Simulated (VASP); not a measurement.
# Nb (Im-3m) in VASP: a series of runs

Nb is run at these levels: PBE, PBEsol; tasks: single point.

All numbers are computed with VASP 6.6.1; they aren't measurements. Logs are shortened: lines on timing, memory, paths and dates and some standing lists are left out, and cuts for length are marked.

### Step 1. The cell of the first run

It takes space group Im-3m (No. 229, cubic). Conventional cell: a = 3.309 Å, b = 3.309 Å, c = 3.309 Å, α = 90.00°, β = 90.00°, γ = 90.00°. Within 3.8 Å of Nb (site symmetry m-3m) lie 14 Nb at 2.87 to 3.31 Å.

### Step 2. Single point, PBE

Input file INCAR:

```
PREC = Accurate
ENCUT = 520
EDIFF = 1E-6
ISMEAR = 1
SIGMA = 0.1
LREAL = Auto
LASPH = T
NELM = 80
ALGO = Normal
ISIF = 2
LWAVE = F
LCHARG = T
GGA = PE
LELF = T
LVHAR = T
NBANDS = 230
```

Input file KPOINTS:

```
regular mesh
0
Gamma
  3 3 3
```

Input file POSCAR:

```
Nb
1.0
    0.0000000000      6.6171497896      6.6171497896
    6.6171497896      0.0000000000      6.6171497896
    6.6171497896      6.6171497896      0.0000000000
Nb
32
Direct
    0.0000000000      0.0000000000      0.0000000000
    0.1250000000      0.1250000000      0.1250000000
    0.2500000000      0.2500000000      0.2500000000
    0.3750000000      0.3750000000      0.3750000000
    0.0000000000      0.0000000000      0.5000000000
    0.1250000000      0.1250000000      0.6250000000
    0.2500000000      0.2500000000      0.7500000000
    0.3750000000      0.3750000000      0.8750000000
    0.0000000000      0.5000000000      0.0000000000
    0.1250000000      0.6250000000      0.1250000000
    0.2500000000      0.7500000000      0.2500000000
    0.3750000000      0.8750000000      0.3750000000
    0.0000000000      0.5000000000      0.5000000000
    0.1250000000      0.6250000000      0.6250000000
    0.2500000000      0.7500000000      0.7500000000
    0.3750000000      0.8750000000      0.8750000000
    0.5000000000      0.0000000000      0.0000000000
    0.6250000000      0.1250000000      0.1250000000
    0.7500000000      0.2500000000      0.2500000000
    0.8750000000      0.3750000000      0.3750000000
    0.5000000000      0.0000000000      0.5000000000
    0.6250000000      0.1250000000      0.6250000000
    0.7500000000      0.2500000000      0.7500000000
    0.8750000000      0.3750000000      0.8750000000
    0.5000000000      0.5000000000      0.0000000000
    0.6250000000      0.6250000000      0.1250000000
    0.7500000000      0.7500000000      0.2500000000
    0.8750000000      0.8750000000      0.3750000000
    0.5000000000      0.5000000000      0.5000000000
    0.6250000000      0.6250000000      0.6250000000
    0.7500000000      0.7500000000      0.7500000000
    0.8750000000      0.8750000000      0.8750000000
```

Potentials or basis: VASP PAW PBE potentials, release 64 (Nb_sv).

Command:

```
$ cat potpaw_PBE.64/Nb_sv/POTCAR > POTCAR
$ mpirun -np 1 vasp_std > vasp.out
```

OUTCAR:

```text
PREC = Accurate
   ENCUT = 520
   EDIFF = 1E-6
   ISMEAR = 1
   LREAL = Auto
   LASPH = T
   NELM = 80
   ISIF = 2
   GGA = PE

 ion  position               nearest neighbor table
   1  0.000  0.000  0.000-   2 2.87  32 2.87  10 2.87  16 2.87  18 2.87  24 2.87  28 2.87   6 2.87

   2  0.125  0.125  0.125-   1 2.87   3 2.87   5 2.87   7 2.87   9 2.87  11 2.87  17 2.87  19 2.87

   3  0.250  0.250  0.250-   2 2.87   4 2.87   6 2.87   8 2.87  10 2.87  12 2.87  18 2.87  20 2.87

   4  0.375  0.375  0.375-   3 2.87  29 2.87  11 2.87  13 2.87  19 2.87  21 2.87  25 2.87   7 2.87

   5  0.000  0.000  0.500-   6 2.87  28 2.87  12 2.87  14 2.87  20 2.87  22 2.87   2 2.87  32 2.87

   6  0.125  0.125  0.625-   5 2.87   7 2.87   1 2.87   3 2.87  13 2.87  15 2.87  21 2.87  23 2.87
[... 47 lines left out ...]
  30  0.625  0.625  0.625-  29 2.87  31 2.87  21 2.87  23 2.87  25 2.87  27 2.87  13 2.87  15 2.87

  31  0.750  0.750  0.750-  30 2.87  32 2.87  22 2.87  24 2.87  26 2.87  28 2.87  14 2.87  16 2.87

  32  0.875  0.875  0.875-   1 2.87  31 2.87   9 2.87  15 2.87  17 2.87  23 2.87  27 2.87   5 2.87

  LATTYP: Found a face centered cubic cell.
 ALAT       =    13.2342995792

  Lattice vectors:

 A1 = (   0.0000000000,   6.6171497896,   6.6171497896)
 A2 = (   6.6171497896,   0.0000000000,   6.6171497896)
 A3 = (   6.6171497896,   6.6171497896,   0.0000000000)

Analysis of symmetry for initial positions (statically):
=====================================================================
 Subroutine PRICEL returns following result:

  LATTYP: Found a body centered cubic cell.
 ALAT       =     3.3085748948

  Lattice vectors:

 A1 = (  -1.6542874474,  -1.6542874474,  -1.6542874474)
 A2 = (   1.6542874474,  -1.6542874474,   1.6542874474)
 A3 = (  -1.6542874474,   1.6542874474,   1.6542874474)

  32 primitive cells build up your supercell.

 Routine SETGRP: Setting up the symmetry group for a
 face centered cubic supercell.

 Subroutine GETGRP returns: Found 48 space group operations
 (whereof 48 operations were pure point group operations)
 out of a pool of 48 trial point group operations.

The static configuration has the point symmetry O_h .

Analysis of symmetry for dynamics (positions and initial velocities):
=====================================================================
 Subroutine PRICEL returns following result:

  LATTYP: Found a body centered cubic cell.
 ALAT       =     3.3085748948

  Lattice vectors:

 A1 = (  -1.6542874474,  -1.6542874474,  -1.6542874474)
 A2 = (   1.6542874474,  -1.6542874474,   1.6542874474)
 A3 = (  -1.6542874474,   1.6542874474,   1.6542874474)

  32 primitive cells build up your supercell.

 Routine SETGRP: Setting up the symmetry group for a
 face centered cubic supercell.

 Subroutine GETGRP returns: Found 48 space group operations
 (whereof 48 operations were pure point group operations)
 out of a pool of 48 trial point group operations.

The dynamic configuration has the point symmetry O_h .

 Subroutine INISYM returns: Found 48 space group operations
 (whereof 48 operations are pure point group operations),
 and found    32 'primitive' translations

----------------------------------------------------------------------------------------

                                     Primitive cell

  volume of cell :      18.1089

  direct lattice vectors                    reciprocal lattice vectors
    -1.654287447 -1.654287447 -1.654287447    -0.302244934 -0.302244934  0.000000000
     1.654287447 -1.654287447  1.654287447     0.000000000 -0.302244934  0.302244934
    -1.654287447  1.654287447  1.654287447    -0.302244934  0.000000000  0.302244934

  length of vectors
     2.865309909  2.865309909  2.865309909     0.427438885  0.427438885  0.427438885

  position of ions in fractional coordinates (direct lattice)
     0.000000000  0.000000000  0.000000000

  ion indices of the primitive-cell ions
   primitive index   ion index
                 1           1

----------------------------------------------------------------------------------------

 KPOINTS: regular mesh

Automatic generation of k-mesh.
 Grid dimensions read from file:
 generate k-points for:    3    3    3

 Generating k-lattice:

  Cartesian coordinates                     Fractional coordinates (reciprocal lattice)
    -0.025187078  0.025187078  0.025187078     0.333333333  0.000000000  0.000000000
     0.025187078 -0.025187078  0.025187078     0.000000000  0.333333333  0.000000000
     0.025187078  0.025187078 -0.025187078     0.000000000  0.000000000  0.333333333

  Length of vectors
     0.043625298  0.043625298  0.043625298

  Shift w.r.t. Gamma in fractional coordinates (k-lattice)
     0.000000000  0.000000000  0.000000000

 Subroutine IBZKPT returns following result:
 ===========================================

 Found      4 irreducible k-points:

 Following reciprocal coordinates:
            Coordinates               Weight
  0.000000  0.000000  0.000000      1.000000
  0.333333  0.000000  0.000000      8.000000
  0.333333  0.333333  0.000000      6.000000
 -0.333333  0.333333  0.000000     12.000000
   k-points           NKPTS =      4   k-points in BZ     NKDIM =      4   number of bands    NBANDS=    230
   number of dos      NEDOS =    301   number of ions     NIONS =     32
   total plane-waves  NPLWV = 343000
   dimension x,y,z NGX =    70 NGY =   70 NGZ =   70
   dimension x,y,z NGXF=   140 NGYF=  140 NGZF=  140
   ions per type =              32
   NGX,Y,Z   is equivalent  to a cutoff of  12.44, 12.44, 12.44 a.u.
   NGXF,Y,Z  is equivalent  to a cutoff of  24.87, 24.87, 24.87 a.u.
 SYSTEM =  unknown system
   PREC   = accura    normal or accurate (medium, high low for compatibility)
   ISTART =      0    job   : 0-new  1-cont  2-samecut
   ICHARG =      2    charge: 1-file 2-atom 10-const
   ISPIN  =      1    spin polarized calculation?
   LNONCOLLINEAR =      F non collinear calculations
   LSORBIT =      F    spin-orbit coupling
   LASPH  =      T    aspherical Exc in radial PAW
   ENCUT  =  520.0 eV  38.22 Ry    6.18 a.u.  17.40 17.40 17.40*2*pi/ulx,y,z
   NELM   =     80;   NELMIN=  2; NELMDL= -5     # of ELM steps
   EDIFF  = 0.1E-05   stopping-criterion for ELM
   LREAL  =      T    real-space projection
   EDIFFG = 0.1E-04   stopping-criterion for IOM
   NSW    =      0    number of steps for IOM
[... 5 lines left out ...]
   TEBEG  =    0.0;   TEEND  =   0.0 temperature during run
   PSTRESS=    0.0 pullay stress
   NELECT =     416.0000    total number of electrons
   NUPDOWN=      -1.0000    fix difference up-down
   EMIN   =  10.00;   EMAX   =-10.00  energy-range for DOS
   EFERMI =   0.00;   METHOD = LEGACY
   ISMEAR =     1;   SIGMA  =   0.10  broadening in eV -4-tet -1-fermi 0-gaus
   EFERMI_NEDOS =   21; number of points for ismear=-14 and -15
   IALGO  =     38    algorithm
   IMIX   =      4    mixing-type and parameters
     AMIX     =   0.40;   BMIX     =  1.00
     AMIX_MAG =   1.60;   BMIX_MAG =  1.00
  volume/ion in A,a.u.               =      18.11       122.21
  Fermi-wavevector in a.u.,A,eV,Ry     =   1.465857  2.770068 29.235343  2.148737
  Thomas-Fermi vector in A             =   2.581664
   LORBIT       =      0    0 simple, 1 ext, 2 COOP (PROOUT), +10 PAW based schemes
   GGA     = PE    functional components
   LHFCALC =     F    Hartree Fock is set to
   AEXX    =    0.0000 exact exchange contribution
   IVDW    =     0    specifies the selected vdW correction
   LEPSILON=     F    determine dielectric tensor
   LRPA    =     F    only Hartree local field effects (RPA)
 non-spin polarized calculation
 Methfessel and Paxton  Order N= 1 SIGMA  =   0.10
  energy-cutoff  :      520.00
  volume of cell :      579.49
 maximum number of plane-waves:     15612
 NGX is ok and might be reduce to    70
   NGX = 35   NGY = 35   NGZ = 35

 number of electron     415.9999993 magnetization

 Free energy of the ion-electron system (eV)
  ---------------------------------------------------
  ext. energy  EPLUGINS =         0.00000000
  ---------------------------------------------------
  free energy    TOTEN  =      -327.10514068 eV

  energy without entropy =     -327.14302881  energy(sigma->0) =     -327.11777006

 E-fermi :  11.0658     XC(G=0): -12.4708

 val. band max:       11.0536658875   @ k =  -0.3333   0.3333   0.0000
 cond. band min:      11.1569275798   @ k =  -0.3333   0.3333   0.0000
 fundamental gap:      0.1032616922
 Fermi energy:        11.0657701259

 k-point     1 :       0.0000    0.0000    0.0000
  band No.  band energies     occupation
      1     -43.2617      2.00000
      2     -43.1037      2.00000
      3     -43.1037      2.00000
      4     -43.1037      2.00000
      5     -43.1037      2.00000
      6     -43.1037      2.00000
[... 212 lines left out ...]
    219      12.0679     -0.00000
    220      12.0679     -0.00000

 k-point     2 :       0.3333    0.0000    0.0000
  band No.  band energies     occupation
      1     -43.2384      2.00000
      2     -43.1779      2.00000
      3     -43.1129      2.00000
      4     -43.1129      2.00000
      5     -43.1129      2.00000
      6     -43.0894      2.00000
[... 212 lines left out ...]
    219      12.1192     -0.00000
    220      12.1192     -0.00000

 k-point     3 :       0.3333    0.3333    0.0000
  band No.  band energies     occupation
      1     -43.2306      2.00000
      2     -43.1479      2.00000
      3     -43.1383      2.00000
      4     -43.1383      2.00000
      5     -43.1383      2.00000
      6     -43.1383      2.00000
[... 212 lines left out ...]
    219      11.8088     -0.00000
    220      11.8088     -0.00000

 k-point     4 :      -0.3333    0.3333    0.0000
  band No.  band energies     occupation
      1     -43.2027      2.00000
      2     -43.1821      2.00000
      3     -43.1821      2.00000
      4     -43.1295      2.00000
      5     -43.1295      2.00000
      6     -43.0825      2.00000
[... 212 lines left out ...]
    219      11.5068     -0.00000
    220      11.9953     -0.00000
 [bands above 220 left out]

------------------------ aborting loop because EDIFF is reached ----------------------------------------

  FORCE on cell =-STRESS in cart. coord.  units (eV):
  Direction    XX          YY          ZZ          XY          YZ          ZX
  --------------------------------------------------------------------------------------
  -------------------------------------------------------------------------------------
  Total       -2.9977958     -2.9977958     -2.9977958     -0.0000000      0.0000000     -0.0000000
  in kB       -8.2883816     -8.2883816     -8.2883816     -0.0000000      0.0000000     -0.0000000
  external PRESSURE =      -8.2883816 kB  Pullay stress =       0.0000000 kB

 VOLUME and BASIS-vectors are now :
 -----------------------------------------------------------------------------
  energy-cutoff  :      520.00
  volume of cell :      579.49
      direct lattice vectors                 reciprocal lattice vectors
     0.000000000  6.617149790  6.617149790    -0.075561233  0.075561233  0.075561233
     6.617149790  0.000000000  6.617149790     0.075561233 -0.075561233  0.075561233
     6.617149790  6.617149790  0.000000000     0.075561233  0.075561233 -0.075561233

 POSITION                                       TOTAL-FORCE (eV/Angst)
 -----------------------------------------------------------------------------------
      0.00000      0.00000      0.00000         0.000000      0.000000      0.000000
      1.65429      1.65429      1.65429         0.000000     -0.000000     -0.000000
      3.30857      3.30857      3.30857         0.000000      0.000000     -0.000000
      4.96286      4.96286      4.96286         0.000000     -0.000000     -0.000000
      3.30857      3.30857      0.00000         0.000000      0.000000      0.000000
      4.96286      4.96286      1.65429        -0.000000     -0.000000      0.000000
[... 24 lines left out ...]
      9.92572      9.92572      9.92572         0.000000      0.000000     -0.000000
     11.58001     11.58001     11.58001         0.000000     -0.000000     -0.000000
 -----------------------------------------------------------------------------------
    total drift:                                0.000000      0.000000      0.000000

  FREE ENERGIE OF THE ION-ELECTRON SYSTEM (eV)
  ---------------------------------------------------
  free  energy   TOTEN  =      -327.1051406785 eV

  energy  without entropy=     -327.1430288084  energy(sigma->0) =     -327.11777006
```

Run time: 36 min. Hardware: 1 thread of Intel Xeon Platinum 8375C at 2.90GHz (Ice Lake), shared host; peak memory 0.87 GiB.

Results:

| Property | Result |
| --- | --- |
| Free energy | -327.1051 eV |
| Pressure | -0.8 GPa |
| Band gap on the k mesh | zero (bands 208 and 209 overlap by 1.01 eV) |

### Step 3. Single point, PBE

Input file INCAR:

```
SYSTEM = Nb
ALGO = Normal
EDIFF = 1E-6
ENCUT = 520
GGA = PE
ISIF = 2
ISMEAR = 1
LASPH = .True.
LCHARG = .False.
LREAL = Auto
LWAVE = .False.
NBANDS = 230
NELM = 80
PREC = Accurate
SIGMA = 0.1
```

Input file KPOINTS:

```
k-points
0
Gamma
  2 2 2
  0 0 0
```

POSCAR is that of step 2.

Potentials or basis: VASP PAW PBE potentials, release 64 (Nb_sv).

Command:

```
$ cat potpaw_PBE.64/Nb_sv/POTCAR > POTCAR
$ mpirun -np 1 vasp_std > vasp.out
```

Run time: 42 min. Hardware: 1 thread of Intel Xeon 8259CL, shared host; peak memory 0.83 GiB.

The run converged. Its results:

| Quantity | Value |
| --- | --- |
| Free energy | -327.1598 eV |
| Pressure | -0.5 GPa |
| Band gap on the k mesh | zero (bands 208 and 209 overlap by 1.27 eV) |

Levels at points of the mesh, in eV from the Fermi level:
```
           k point  band 207  band 208  band 209  band 210  band 211  band 212
(0.00, 0.00, 0.00)     -1.26     -1.26     -1.26      0.18      0.18      0.18
(0.50, 0.00, 0.00)      0.01      0.01      0.01      0.01      0.08      0.08
(0.50, 0.50, 0.00)     -0.29     -0.29     -0.29     -0.29      0.13      0.13
```

Caveat: the k points lie up to 0.41 Å⁻¹ apart, too coarse for converged energies and pressures of a metal.

(Continued in part 2 of 2.)
